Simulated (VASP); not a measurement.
Write the native input for VASP 6.6.1 that does the following.

| Property | Result |
| --- | --- |
| Task | single point |
| Functional | PBE |
| Potentials or basis | VASP PAW PBE potentials, release 64 (Mg, O) |
| Cutoff | 520 eV |
| k mesh | 8 × 8 × 8 |
| Occupations | gaussian, width 0.01 eV |
| Spin | no spin polarisation |
| Dipole correction | no |
| Further INCAR settings | ALGO = Normal; EDIFF = 1e-06; NBANDS = 11 |

The structure of MgO lies in POSCAR:

```
MgO
1.0
    0.0000000000      2.1021674168      2.1021674168
    2.1021674168      0.0000000000      2.1021674168
    2.1021674168      2.1021674168      0.0000000000
Mg O
1 1
Direct
    0.0000000000      0.0000000000      0.0000000000
    0.5000000000      0.5000000000      0.5000000000
```

One way to write it, as run:

INCAR

```
PREC = Accurate
ENCUT = 520
EDIFF = 1E-6
ISMEAR = 0
SIGMA = 0.01
LREAL = False
LASPH = True
NELM = 60
ALGO = Normal
ISIF = 2
LWAVE = False
LCHARG = False
GGA = PE
NBANDS = 11
```

KPOINTS

```
Automatic mesh
0
Gamma
  8 8 8
```

Potentials or basis: VASP PAW PBE potentials, release 64 (Mg, O).

Run with:

```sh
$ cat potpaw_PBE.64/Mg/POTCAR potpaw_PBE.64/O/POTCAR > POTCAR
$ mpirun -np 1 vasp_std > vasp.out
```

Results of the run:

```
Pressure               : 4.9 GPa
Band gap on the k mesh : 4.78 eV, direct
```

Wall time 4.6 s on 1 thread of Intel Xeon 6975P-C (shared host), peak memory 0.14 GiB.
